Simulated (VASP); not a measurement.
Set up this calculation in VASP 6.6.1, as the native input.

```
Task                   : single point
Functional             : PBE
Potentials or basis    : VASP PAW PBE potentials, release 64 (Ni, O)
Cutoff                 : 520 eV
k mesh                 : 18 × 18 × 18
Occupations            : gaussian, width 0.1 eV
Spin                   : collinear spin, ferromagnetic start
Starting moments       : [1.6, 0.32] μB
Dipole correction      : no
Further INCAR settings : ALGO = Normal; EDIFF = 1e-06; NBANDS = 19
```

The structure of NiO lies in POSCAR:

```
NiO
1.0
    0.0000000000      2.1762282301      2.1762282301
    2.1762282301      0.0000000000      2.1762282301
    2.1762282301      2.1762282301      0.0000000000
Ni O
1 1
Direct
    0.0000000000      0.0000000000      0.0000000000
    0.5000000000      0.5000000000      0.5000000000
```

This cell differs from its parent crystal: volume scaled by 1.10.

These files were run (other wordings do the same):

INCAR

```
SYSTEM = NiO
PREC = Accurate ; ENCUT = 520
EDIFF = 1E-6 ; ISMEAR = 0
SIGMA = 0.1 ; LREAL = .FALSE.
LASPH = .TRUE. ; NELM = 150
ALGO = Normal ; ISIF = 2
LWAVE = .FALSE. ; LCHARG = .TRUE.
ISPIN = 2 ; MAGMOM = 1.6 0.32
LORBIT = 11 ; LMAXMIX = 4
GGA = PE ; LELF = .TRUE.
LVHAR = .TRUE. ; NBANDS = 19
```

KPOINTS

```
Automatic mesh
0
G
  18 18 18
  0 0 0
```

Potentials or basis: VASP PAW PBE potentials, release 64 (Ni, O).

Launch:

```sh
$ cat potpaw_PBE.64/Ni/POTCAR potpaw_PBE.64/O/POTCAR > POTCAR
$ mpirun -np 1 vasp_std > vasp.out
```

It gave:

```
Pressure                                              : -13.7 GPa
Net moment                                            : 1.93 μB per cell
Site moments                                          : Ni +1.56; O +0.31 μB
Valence electrons inside the program's atomic spheres : Ni 8.78; O 4.92
```

Caveat: a cell with one magnetic atom can't hold antiferromagnetic order, which such compounds often take.

It took 110 s on 1 thread of AMD EPYC 9R45 96-Core Processor (Zen 5), on a shared host, peak memory 0.21 GiB.
